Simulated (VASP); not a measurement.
# Mo16S in VASP: a series of runs, part 2 of 2

VASP 6.6.1.

## (3) Single point, PBE

INCAR

```
SYSTEM = Mo16S
ALGO = Normal
DIPOL = 0.5 0.5 0.326
EDIFF = 1E-6
ENCUT = 520
GGA = PE
IDIPOL = 3
ISIF = 2
ISMEAR = 0
LASPH = .True.
LCHARG = .False.
LDIPOL = .True.
LREAL = Auto
LWAVE = .False.
NBANDS = 129
NELM = 80
PREC = Accurate
SIGMA = 0.1
```

KPOINTS

```
k-points
0
Gamma
  4 4 1
  0 0 0
```

POSCAR

```
Mo16S
1.0
    6.3209357480      0.0000000000      0.0000000000
    0.0000000000      6.3209357480      0.0000000000
    0.0000000000      0.0000000000     20.0883894757
Mo S
16 1
Direct
    0.2500000000      0.2500000000      0.1991199944
    0.2500000000      0.7500000000      0.1991199944
    0.7500000000      0.2500000000      0.1991199944
    0.7500000000      0.7500000000      0.1991199944
    0.0000000000      0.0000000000      0.2777840375
    0.0000000000      0.5000000000      0.2777840375
    0.5000000000      0.0000000000      0.2777840375
    0.5000000000      0.5000000000      0.2777840375
    0.2500000000      0.2500000000      0.3589730511
    0.2500000000      0.7500000000      0.3589730511
    0.7500000000      0.2500000000      0.3589730511
    0.7500000000      0.7500000000      0.3589730511
    0.0000000000      0.0000000000      0.4275300161
    0.0000000000      0.5000000000      0.4275300161
    0.5000000000      0.0000000000      0.4275300161
    0.5000000000      0.5000000000      0.4275300161
    0.1875000000      0.2500000000      0.4915896158
```

Potentials or basis: VASP PAW PBE potentials, release 64 (Mo_sv, S).

On the command line:

```console
cat potpaw_PBE.64/Mo_sv/POTCAR potpaw_PBE.64/S/POTCAR > POTCAR
mpirun -np 1 vasp_std > vasp.out
```

OUTCAR:

```text
SYSTEM = Mo16S
   EDIFF = 1E-6
   ENCUT = 520
   GGA = PE
   ISIF = 2
   ISMEAR = 0
   LASPH = .True.
   LREAL = Auto
   NELM = 80
   PREC = Accurate

 ion  position               nearest neighbor table
   1  0.250  0.250  0.199-   5 2.74   6 2.74   7 2.74   8 2.74   2 3.16   3 3.16   2 3.16   3 3.16
                             9 3.21
   2  0.250  0.750  0.199-   5 2.74   6 2.74   7 2.74   8 2.74   1 3.16   4 3.16   1 3.16   4 3.16
                            10 3.21
   3  0.750  0.250  0.199-   5 2.74   6 2.74   7 2.74   8 2.74   1 3.16   4 3.16   4 3.16   1 3.16
                            11 3.21
   4  0.750  0.750  0.199-   5 2.74   6 2.74   7 2.74   8 2.74   2 3.16   3 3.16   3 3.16   2 3.16
                            12 3.21
   5  0.000  0.000  0.278-   1 2.74   2 2.74   3 2.74   4 2.74   9 2.77  10 2.77  11 2.77  12 2.77
                            13 3.01   7 3.16   6 3.16   6 3.16   7 3.16
   6  0.000  0.500  0.278-   1 2.74   2 2.74   3 2.74   4 2.74   9 2.77  10 2.77  11 2.77  12 2.77
                            14 3.01   8 3.16   5 3.16   5 3.16   8 3.16
   7  0.500  0.000  0.278-   1 2.74   2 2.74   3 2.74   4 2.74   9 2.77  10 2.77  11 2.77  12 2.77
                            15 3.01   8 3.16   5 3.16   8 3.16   5 3.16
   8  0.500  0.500  0.278-   1 2.74   2 2.74   3 2.74   4 2.74   9 2.77  10 2.77  11 2.77  12 2.77
                            16 3.01   7 3.16   6 3.16   7 3.16   6 3.16
   9  0.250  0.250  0.359-  13 2.63  14 2.63  15 2.63  16 2.63  17 2.69   6 2.77   7 2.77   8 2.77
                             5 2.77  11 3.16  10 3.16  10 3.16  11 3.16   1 3.21
  10  0.250  0.750  0.359-  13 2.63  14 2.63  15 2.63  16 2.63   5 2.77   6 2.77   7 2.77   8 2.77
                             9 3.16  12 3.16   9 3.16  12 3.16   2 3.21
  11  0.750  0.250  0.359-  13 2.63  14 2.63  15 2.63  16 2.63   5 2.77   6 2.77   7 2.77   8 2.77
                             9 3.16  12 3.16  12 3.16   9 3.16   3 3.21
  12  0.750  0.750  0.359-  13 2.63  14 2.63  15 2.63  16 2.63   5 2.77   6 2.77   7 2.77   8 2.77
                            10 3.16  11 3.16  11 3.16  10 3.16   4 3.21
  13  0.000  0.000  0.428-  17 2.36  10 2.63  11 2.63  12 2.63   9 2.63   5 3.01  15 3.16  14 3.16
                            14 3.16  15 3.16
  14  0.000  0.500  0.428-  17 2.36  10 2.63  11 2.63  12 2.63   9 2.63   6 3.01  16 3.16  13 3.16
                            13 3.16  16 3.16
  15  0.500  0.000  0.428-   9 2.63  10 2.63  11 2.63  12 2.63  17 2.84   7 3.01  16 3.16  13 3.16
                            16 3.16  13 3.16
  16  0.500  0.500  0.428-   9 2.63  10 2.63  11 2.63  12 2.63  17 2.84   8 3.01  15 3.16  14 3.16
                            15 3.16  14 3.16
  17  0.188  0.250  0.492-  13 2.36  14 2.36   9 2.69  15 2.84  16 2.84
[... 201 lines left out ...]
  ---------------------------------------------------
  free energy    TOTEN  =      -165.80491380 eV

  energy without entropy =     -165.73879768  energy(sigma->0) =     -165.77185574

 E-fermi :   1.4602     XC(G=0):  -5.4722

 val. band max:        1.4342650776   @ k =   0.0000   0.2500   0.0000
 cond. band min:       1.5048955426   @ k =   0.5000   0.2500   0.0000
 fundamental gap:      0.0706304650
 Fermi energy:         1.4602016533

 k-point     1 :       0.0000    0.0000    0.0000
  band No.  band energies     occupation
      1     -59.5985      2.00000
      2     -59.4577      2.00000
      3     -59.3762      2.00000
      4     -59.3663      2.00000
      5     -59.3552      2.00000
      6     -59.3533      2.00000
[... 1159 lines left out ...]
    126       2.6157      0.00000
    127       2.6628      0.00000
 [bands above 127 left out]

------------------------ aborting loop because EDIFF is reached ----------------------------------------

 vacuum level on the upper side and lower side of the slab       (xc-potential included)        -0.028        -0.262

  FORCE on cell =-STRESS in cart. coord.  units (eV):
  Direction    XX          YY          ZZ          XY          YZ          ZX
  --------------------------------------------------------------------------------------
  -------------------------------------------------------------------------------------
  Total      -17.9821547    -17.4161590     -9.5305086      0.0000000      0.0000000      2.6751861
  in kB      -35.8958665    -34.7660292    -19.0247426      0.0000000      0.0000000      5.3401901
  external PRESSURE =     -29.8955461 kB  Pullay stress =       0.0000000 kB

 VOLUME and BASIS-vectors are now :
 -----------------------------------------------------------------------------
  energy-cutoff  :      520.00
  volume of cell :      802.62
      direct lattice vectors                 reciprocal lattice vectors
     6.320935748  0.000000000  0.000000000     0.158204424  0.000000000  0.000000000
     0.000000000  6.320935748  0.000000000     0.000000000  0.158204424  0.000000000
     0.000000000  0.000000000 20.088389476     0.000000000  0.000000000  0.049779999

 POSITION                                       TOTAL-FORCE (eV/Angst)
 -----------------------------------------------------------------------------------
      1.58023      1.58023      4.00000         0.034290      0.000000      2.040521
      1.58023      4.74070      4.00000         0.048797      0.000000      1.887230
      4.74070      1.58023      4.00000        -0.000535      0.000000      1.926957
      4.74070      4.74070      4.00000        -0.048735      0.000000      1.725354
      0.00000      0.00000      5.58023        -0.049180     -0.046814     -1.837381
      0.00000      3.16047      5.58023        -0.049180      0.046814     -1.837381
[... 9 lines left out ...]
      3.16047      3.16047      8.58839        -0.219103     -0.239811      0.529499
      1.18518      1.58023      9.87524         1.891664      0.000000      0.014613
 -----------------------------------------------------------------------------------
    total drift:                                0.000054      0.000000     -0.000040

  FREE ENERGIE OF THE ION-ELECTRON SYSTEM (eV)
  ---------------------------------------------------
  free  energy   TOTEN  =      -165.8049137957 eV

  energy  without entropy=     -165.7387976830  energy(sigma->0) =     -165.77185574

 vacuum level on the upper side and lower side of the slab         5.427         5.169
```

OSZICAR:

```text
N       E                     dE             d eps       ncg     rms          rms(c)
DAV:   1     0.248378724278E+04    0.24838E+04   -0.14444E+05  3066   0.160E+03
DAV:   2    -0.601408543646E+02   -0.25439E+04   -0.25044E+04  2686   0.469E+02
DAV:   3    -0.175901875749E+03   -0.11576E+03   -0.11276E+03  3124   0.799E+01
[... 28 lines left out ...]
DAV:  32    -0.165804879414E+03   -0.44473E-04   -0.20429E-06  1748   0.382E-03    0.266E-03
DAV:  33    -0.165804895501E+03   -0.16087E-04   -0.48275E-07  1556   0.202E-03    0.188E-03
DAV:  34    -0.165804910424E+03   -0.14924E-04   -0.92152E-07  1596   0.212E-03    0.583E-04
DAV:  35    -0.165804912839E+03   -0.24144E-05   -0.12713E-07  1468   0.907E-04    0.451E-04
DAV:  36    -0.165804913796E+03   -0.95690E-06   -0.71745E-08  1428   0.508E-04
   1 F= -.16580491E+03 E0= -.16577186E+03  d E =-.661161E-01
```

Wall time 25 min (1 thread of Intel Xeon 6975P-C (Granite Rapids), shared host); peak memory 1 GiB.

Results:

```
Free energy            : -165.8049 eV
Largest force          : 2.041 eV/Å
Band gap on the k mesh : zero (bands 115 and 116 overlap by 0.54 eV)
```

Forces in eV/Å, atoms in the order of the input:
```
Mo   0.034  0.000  2.041
Mo   0.049  0.000  1.887
Mo  -0.001  0.000  1.927
Mo  -0.049  0.000  1.725
Mo  -0.049 -0.047 -1.837
Mo  -0.049  0.047 -1.837
Mo   0.132 -0.155 -1.945
Mo   0.132  0.155 -1.945
Mo   0.309  0.000 -0.379
Mo   0.135  0.000 -0.282
Mo  -0.445  0.000 -0.352
Mo  -0.649  0.000 -0.870
Mo  -0.502 -0.514  0.397
Mo  -0.502  0.514  0.397
Mo  -0.219  0.240  0.529
Mo  -0.219 -0.240  0.529
S    1.892  0.000  0.015
```

Levels at points of the mesh, in eV from the Fermi level:
| k point | band 113 | band 114 | band 115 | band 116 | band 117 | band 118 |
| --- | --- | --- | --- | --- | --- | --- |
| (0.00, 0.00, 0.00) | -0.20 | -0.04 | 0.42 | 0.44 | 0.65 | 0.65 |
| (0.50, 0.00, 0.00) | -0.29 | -0.24 | -0.15 | -0.12 | 0.10 | 0.29 |
| (0.00, 0.50, 0.00) | -0.26 | -0.25 | -0.15 | -0.12 | 0.05 | 0.42 |
| (0.50, 0.50, 0.00) | -0.29 | -0.13 | -0.13 | -0.12 | -0.11 | 0.11 |

## (4) Single point, PBE

INCAR

```
SYSTEM = Mo16S
PREC = Accurate
ENCUT = 520
EDIFF = 1E-7
ISMEAR = 0
SIGMA = 0.1
LREAL = Auto
LASPH = .TRUE.
NELM = 100
ALGO = Normal
ISIF = 2
LWAVE = .FALSE.
LCHARG = .TRUE.
LDIPOL = .TRUE.
IDIPOL = 3
DIPOL = 0.5 0.5 0.327
GGA = PE
LELF = .TRUE.
LVHAR = .TRUE.
LVACPOTAV = .TRUE.
NBANDS = 129
```

KPOINTS

```
Automatic mesh
0
G
  4 4 1
  0 0 0
```

Edit POSCAR of step 3 so:

```diff
@@ -24,2 +24,2 @@
     0.5000000000      0.5000000000      0.4275300161
-    0.1875000000      0.2500000000      0.4915896158
+    0.1250000000      0.2500000000      0.5056558001
```

On the command line:

```console
cat potpaw_PBE.64/Mo_sv/POTCAR potpaw_PBE.64/S/POTCAR > POTCAR
mpirun -np 1 vasp_std > vasp.out
```

Wall time 39 min (1 thread of AMD EPYC 9R45 (Zen 5), shared host); peak memory 1 GiB.

It converged, with:

* Free energy: -165.1836 eV
* Largest force: 1.961 eV/Å
* Band gap on the k mesh: zero (bands 115 and 116 overlap by 0.54 eV)

Forces on the atoms (eV/Å):
```
Mo   0.040  0.000  1.960
Mo   0.071  0.000  1.791
Mo  -0.029  0.000  1.881
Mo  -0.062  0.000  1.750
Mo   0.013 -0.024 -1.835
Mo   0.013  0.024 -1.835
Mo   0.090 -0.105 -1.917
Mo   0.090  0.105 -1.917
Mo   0.511  0.000 -0.405
Mo   0.221  0.000 -0.172
Mo  -0.549  0.000 -0.349
Mo  -0.924  0.000 -0.571
Mo  -0.126 -0.171  0.619
Mo  -0.126  0.171  0.619
Mo  -0.132  0.342  0.187
Mo  -0.132 -0.342  0.187
S    1.031  0.000  0.007
```

Levels at points of the mesh, in eV from the Fermi level:
```
           k point  band 112  band 113  band 114  band 115  band 116  band 117  band 118  band 119  band 120  band 121
(0.00, 0.00, 0.00)     -0.19     -0.05      0.00      0.43      0.47      0.70      0.73      0.85      0.91      1.00
(0.50, 0.00, 0.00)     -0.36     -0.27     -0.19     -0.12     -0.11     -0.03      0.28      0.70      0.72      0.83
(0.00, 0.50, 0.00)     -0.28     -0.22     -0.18     -0.18     -0.10     -0.07      0.55      0.68      0.72      0.77
(0.50, 0.50, 0.00)     -0.40     -0.25     -0.13     -0.12     -0.11     -0.09     -0.03      0.02      0.38      0.52
```

## (5) Overview

| cell | gap on the mesh (eV) | largest force (eV/Å) |
| --- | --- | --- |
| as given, atomic positions A | none | 2.12 |
| as given, atomic positions B | none | 2.04 |
| as given, atomic positions C | none | 1.96 |

Alike in all rows: task single point; level PBE; potentials or basis VASP PAW PBE potentials, release 64 (Mo_sv, S); no spin polarisation; k mesh 4 × 4 × 1; cutoff (eV) 520; smearing gaussian 0.1 eV.

Absolute energies hang on the potentials; compare differences alone.
